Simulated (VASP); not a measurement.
# SiSn2 (Pnnm) in VASP: single point with PBE

Aim: the single point of SiSn2 with PBE.

Program: VASP 6.6.1. These are calculated values, not measurements. Logs are shortened: lines on timing, memory, paths and dates and some standing lists are left out, and cuts for length are marked.

### 1 The cell of the first run

It takes space group Pnnm (No. 58, orthorhombic). The conventional cell has a = 6.263 Å, b = 7.312 Å, c = 3.289 Å, α = 90.00°, β = 90.00°, γ = 90.00°. Within 3.7 Å of Si (site symmetry 2/m) lie 6 Sn at 2.79 to 2.86 Å and 2 Si at 3.29 Å. Sn (site symmetry m) has 3 Si at 2.79 to 2.86 Å and 7 Sn at 3.01 to 3.84 Å within 3.9 Å.

The cell was built from a structure type or drawn by symmetry, and may not be a known phase.

### 2 Single point, PBE

Input file INCAR:

```
SYSTEM = SiSn2
PREC = Accurate
ENCUT = 520
EDIFF = 1E-6
ISMEAR = 0
SIGMA = 0.1
LREAL = .FALSE.
LASPH = .TRUE.
NELM = 100
ALGO = Fast
ISIF = 2
LWAVE = .FALSE.
LCHARG = .FALSE.
GGA = PE
NBANDS = 41
```

Input file KPOINTS:

```
Automatic mesh
0
G
  6 6 10
  0 0 0
```

Input file POSCAR:

```
SiSn2
1.0
    6.2631227461      0.0000000000      0.0000000000
    0.0000000000      7.3117661587      0.0000000000
    0.0000000000      0.0000000000      3.2894383280
Si Sn
2 4
Direct
    0.0000000000      0.0000000000      0.0000000000
    0.5000000000      0.5000000000      0.5000000000
    0.1677316222      0.3530357704      0.0000000000
    0.8322683778      0.6469642296      0.0000000000
    0.6677316222      0.1469642296      0.5000000000
    0.3322683778      0.8530357704      0.5000000000
```

Potentials or basis: VASP PAW PBE potentials, release 64 (Si, Sn_d).

Launch:

```console
cat potpaw_PBE.64/Si/POTCAR potpaw_PBE.64/Sn_d/POTCAR > POTCAR
mpirun -np 1 vasp_std > vasp.out
```

OUTCAR:

```text
SYSTEM = SiSn2
   PREC = Accurate
   ENCUT = 520
   EDIFF = 1E-6
   ISMEAR = 0
   LREAL = .FALSE.
   LASPH = .TRUE.
   NELM = 100
   ISIF = 2
   GGA = PE

 ion  position               nearest neighbor table
   1  0.000  0.000  0.000-   3 2.79   4 2.79   5 2.86   6 2.86   5 2.86   6 2.86
   2  0.500  0.500  0.500-   5 2.79   6 2.79   3 2.86   4 2.86   3 2.86   4 2.86
   3  0.168  0.353  0.000-   1 2.79   2 2.86   2 2.86   4 3.01
   4  0.832  0.647  0.000-   1 2.79   2 2.86   2 2.86   3 3.01
   5  0.668  0.147  0.500-   2 2.79   1 2.86   1 2.86   6 3.01
   6  0.332  0.853  0.500-   2 2.79   1 2.86   1 2.86   5 3.01

  LATTYP: Found a simple orthorhombic cell.
 ALAT       =     3.2894383280
 B/A-ratio  =     1.9040097797
 C/A-ratio  =     2.2228008035

  Lattice vectors:

 A1 = (   0.0000000000,   0.0000000000,   3.2894383280)
 A2 = (   6.2631227461,   0.0000000000,   0.0000000000)
 A3 = (   0.0000000000,   7.3117661587,   0.0000000000)

Analysis of symmetry for initial positions (statically):
=====================================================================
 Subroutine PRICEL returns:
 Original cell was already a primitive cell.

 Routine SETGRP: Setting up the symmetry group for a
 simple orthorhombic supercell.

 Subroutine GETGRP returns: Found  8 space group operations
 (whereof  4 operations were pure point group operations)
 out of a pool of  8 trial point group operations.

The static configuration has the point symmetry C_2h.
 The point group associated with its full space group is D_2h.

Analysis of symmetry for dynamics (positions and initial velocities):
=====================================================================
 Subroutine PRICEL returns:
 Original cell was already a primitive cell.

 Routine SETGRP: Setting up the symmetry group for a
 simple orthorhombic supercell.

 Subroutine GETGRP returns: Found  8 space group operations
 (whereof  4 operations were pure point group operations)
 out of a pool of  8 trial point group operations.

The dynamic configuration has the point symmetry C_2h.
 The point group associated with its full space group is D_2h.

 Subroutine INISYM returns: Found  8 space group operations
 (whereof  4 operations are pure point group operations),
 and found     1 'primitive' translations

----------------------------------------------------------------------------------------

                                     Primitive cell

  volume of cell :     150.6381

  direct lattice vectors                    reciprocal lattice vectors
     6.263122746  0.000000000  0.000000000     0.159664762  0.000000000  0.000000000
     0.000000000  7.311766159  0.000000000     0.000000000  0.136765862  0.000000000
     0.000000000  0.000000000  3.289438328     0.000000000  0.000000000  0.304003268

  length of vectors
     6.263122746  7.311766159  3.289438328     0.159664762  0.136765862  0.304003268

  position of ions in fractional coordinates (direct lattice)
     0.000000000  0.000000000  0.000000000
     0.500000000  0.500000000  0.500000000
     0.167731622  0.353035770  0.000000000
     0.832268378  0.646964230  0.000000000
     0.667731622  0.146964230  0.500000000
     0.332268378  0.853035770  0.500000000

  ion indices of the primitive-cell ions
   primitive index   ion index
                 1           1
                 2           2
                 3           3
                 4           4
                 5           5
                 6           6

----------------------------------------------------------------------------------------

 KPOINTS: Automatic mesh

Automatic generation of k-mesh.
 Grid dimensions read from file:
 generate k-points for:    6    6   10

 Generating k-lattice:

  Cartesian coordinates                     Fractional coordinates (reciprocal lattice)
     0.026610794  0.000000000  0.000000000     0.166666667  0.000000000  0.000000000
     0.000000000  0.022794310  0.000000000     0.000000000  0.166666667  0.000000000
     0.000000000  0.000000000  0.030400327     0.000000000  0.000000000  0.100000000

  Length of vectors
     0.026610794  0.022794310  0.030400327

  Shift w.r.t. Gamma in fractional coordinates (k-lattice)
     0.000000000  0.000000000  0.000000000

 Subroutine IBZKPT returns following result:
 ===========================================

 Found     96 irreducible k-points:

 Following reciprocal coordinates:
            Coordinates               Weight
  0.000000  0.000000  0.000000      1.000000
  0.166667  0.000000  0.000000      2.000000
  0.333333  0.000000  0.000000      2.000000
  0.500000  0.000000  0.000000      1.000000
  0.000000  0.166667  0.000000      2.000000
  0.166667  0.166667  0.000000      4.000000
[... 16 lines left out ...]
  0.333333  0.166667  0.100000      8.000000
  0.500000  0.166667  0.100000      4.000000
 [... further k-points ...]
   k-points           NKPTS =     96   k-points in BZ     NKDIM =     96   number of bands    NBANDS=     41
   number of dos      NEDOS =    301   number of ions     NIONS =      6
   total plane-waves  NPLWV =  62208
   dimension x,y,z NGX =    48 NGY =   54 NGZ =   24
   dimension x,y,z NGXF=    96 NGYF=  108 NGZF=   48
   ions per type =               2   4
   NGX,Y,Z   is equivalent  to a cutoff of  12.74, 12.28, 12.13 a.u.
   NGXF,Y,Z  is equivalent  to a cutoff of  25.48, 24.56, 24.26 a.u.
 SYSTEM =  SiSn2
   PREC   = accura    normal or accurate (medium, high low for compatibility)
   ISTART =      0    job   : 0-new  1-cont  2-samecut
   ICHARG =      2    charge: 1-file 2-atom 10-const
   ISPIN  =      1    spin polarized calculation?
   LNONCOLLINEAR =      F non collinear calculations
   LSORBIT =      F    spin-orbit coupling
   LASPH  =      T    aspherical Exc in radial PAW
   ENCUT  =  520.0 eV  38.22 Ry    6.18 a.u.  11.65 13.60  6.12*2*pi/ulx,y,z
   NELM   =    100;   NELMIN=  2; NELMDL= -5     # of ELM steps
   EDIFF  = 0.1E-05   stopping-criterion for ELM
   LREAL  =      F    real-space projection
   EDIFFG = 0.1E-04   stopping-criterion for IOM
   NSW    =      0    number of steps for IOM
   IBRION =     -1    ionic relax: 0-MD 1-quasi-New 2-CG
   NFREE  =      0    steps in history (QN), initial steepest desc. (CG)
   ISIF   =      2    stress and relaxation
   ISYM   =      2    0-nonsym 1-usesym 2-fastsym
   POTIM  = 0.5000    time-step for ionic-motion
   TEBEG  =    0.0;   TEEND  =   0.0 temperature during run
   PSTRESS=    0.0 pullay stress
   NELECT =      64.0000    total number of electrons
   NUPDOWN=      -1.0000    fix difference up-down
   EMIN   =  10.00;   EMAX   =-10.00  energy-range for DOS
   EFERMI =   0.00;   METHOD = LEGACY
   ISMEAR =     0;   SIGMA  =   0.10  broadening in eV -4-tet -1-fermi 0-gaus
   EFERMI_NEDOS =   21; number of points for ismear=-14 and -15
   IALGO  =     68    algorithm
   IMIX   =      4    mixing-type and parameters
     AMIX     =   0.40;   BMIX     =  1.00
     AMIX_MAG =   1.60;   BMIX_MAG =  1.00
  volume/ion in A,a.u.               =      25.11       169.43
  Fermi-wavevector in a.u.,A,eV,Ry     =   1.230712  2.325709 20.608098  1.514652
  Thomas-Fermi vector in A             =   2.365550
   LORBIT       =      0    0 simple, 1 ext, 2 COOP (PROOUT), +10 PAW based schemes
   GGA     = PE    functional components
   LHFCALC =     F    Hartree Fock is set to
   AEXX    =    0.0000 exact exchange contribution
   IVDW    =     0    specifies the selected vdW correction
   LEPSILON=     F    determine dielectric tensor
   LRPA    =     F    only Hartree local field effects (RPA)
 non-spin polarized calculation
 RMM-DIIS sequential band-by-band and
 Gauss-broadening in eV      SIGMA  =   0.10
  energy-cutoff  :      520.00
  volume of cell :      150.64
 maximum number of plane-waves:      4085
 NGX is ok and might be reduce to    48
   NGX = 23   NGY = 27   NGZ = 13

 number of electron      63.9999985 magnetization

 Free energy of the ion-electron system (eV)
  ---------------------------------------------------
  ext. energy  EPLUGINS =         0.00000000
  ---------------------------------------------------
  free energy    TOTEN  =       -24.62031038 eV

  energy without entropy =      -24.60846101  energy(sigma->0) =      -24.61438569

 E-fermi :   7.3461     XC(G=0): -10.0696

 val. band max:        7.3120522169   @ k =   0.1667   0.5000   0.3000
 cond. band min:       7.3534017503   @ k =   0.3333   0.3333   0.3000
 fundamental gap:      0.0413495335
 Fermi energy:         7.3461432033

 k-point     1 :       0.0000    0.0000    0.0000
  band No.  band energies     occupation
      1     -14.1953      2.00000
      2     -14.1862      2.00000
      3     -14.1200      2.00000
      4     -14.1138      2.00000
      5     -14.0894      2.00000
      6     -14.0843      2.00000
[... 33 lines left out ...]
     40      12.7696      0.00000
     41      13.2500      0.00000

 k-point     2 :       0.1667    0.0000    0.0000
  band No.  band energies     occupation
      1     -14.1948      2.00000
      2     -14.1869      2.00000
      3     -14.1199      2.00000
      4     -14.1146      2.00000
      5     -14.0893      2.00000
      6     -14.0854      2.00000
[... 33 lines left out ...]
     40      12.6688      0.00000
     41      13.0669      0.00000

 k-point     3 :       0.3333    0.0000    0.0000
  band No.  band energies     occupation
      1     -14.1932      2.00000
      2     -14.1887      2.00000
      3     -14.1193      2.00000
      4     -14.1165      2.00000
      5     -14.0891      2.00000
      6     -14.0874      2.00000
[... 875 lines left out ...]
      2     -14.1773      2.00000
      3     -14.1031      2.00000
      4     -14.1008      2.00000
      5     -14.0826      2.00000
      6     -14.0811      2.00000
[... 33 lines left out ...]
     40      11.9668      0.00000
     41      13.1061      0.00000

 k-point    24 :       0.5000    0.1667    0.1000
  band No.  band energies     occupation
      1     -14.1792      2.00000
      2     -14.1792      2.00000
      3     -14.1023      2.00000
      4     -14.1023      2.00000
      5     -14.0820      2.00000
      6     -14.0820      2.00000
[... 33 lines left out ...]
     40      11.7499      0.00000
     41      13.4618      0.00000

 [... further k-points ...]

------------------------ aborting loop because EDIFF is reached ----------------------------------------

  FORCE on cell =-STRESS in cart. coord.  units (eV):
  Direction    XX          YY          ZZ          XY          YZ          ZX
  --------------------------------------------------------------------------------------
  -------------------------------------------------------------------------------------
  Total       -0.0546700     -0.0526880     -0.0471093      0.0000000      0.0000000      0.0000000
  in kB       -0.5814668     -0.5603857     -0.5010516      0.0000000      0.0000000      0.0000000
  external PRESSURE =      -0.5476347 kB  Pullay stress =       0.0000000 kB

 VOLUME and BASIS-vectors are now :
 -----------------------------------------------------------------------------
  energy-cutoff  :      520.00
  volume of cell :      150.64
      direct lattice vectors                 reciprocal lattice vectors
     6.263122746  0.000000000  0.000000000     0.159664762  0.000000000  0.000000000
     0.000000000  7.311766159  0.000000000     0.000000000  0.136765862  0.000000000
     0.000000000  0.000000000  3.289438328     0.000000000  0.000000000  0.304003268

 POSITION                                       TOTAL-FORCE (eV/Angst)
 -----------------------------------------------------------------------------------
      0.00000      0.00000      0.00000         0.000000      0.000000      0.000000
      3.13156      3.65588      1.64472         0.000000      0.000000      0.000000
      1.05052      2.58131      0.00000         0.003885     -0.000407      0.000000
      5.21260      4.73045      0.00000        -0.003885      0.000407     -0.000000
      4.18209      1.07457      1.64472         0.003885      0.000407      0.000000
      2.08104      6.23720      1.64472        -0.003885     -0.000407     -0.000000
 -----------------------------------------------------------------------------------
    total drift:                                0.000000      0.000000      0.000000

  FREE ENERGIE OF THE ION-ELECTRON SYSTEM (eV)
  ---------------------------------------------------
  free  energy   TOTEN  =       -24.6203103811 eV

  energy  without entropy=      -24.6084610076  energy(sigma->0) =      -24.61438569
```

Run time: 16 min. Hardware: 1 thread of Intel Xeon Platinum 8259CL at 2.50GHz (Skylake/Cascade Lake), shared host; peak memory 0.55 GiB.

What came out:

| Property | Result |
| --- | --- |
| Free energy | -24.6203 eV |
| Pressure | -0.1 GPa |
| Largest force | 0.004 eV/Å |
| Band gap on the k mesh | zero (bands 32 and 33 overlap by 3.34 eV) |

Forces on the atoms (eV/Å):
```
Si   0.000  0.000  0.000
Si   0.000  0.000  0.000
Sn   0.004  0.000  0.000
Sn  -0.004  0.000  0.000
Sn   0.004  0.000  0.000
Sn  -0.004  0.000  0.000
```

Caveat: spin-orbit coupling is left out, which moves the levels of the heavy elements.
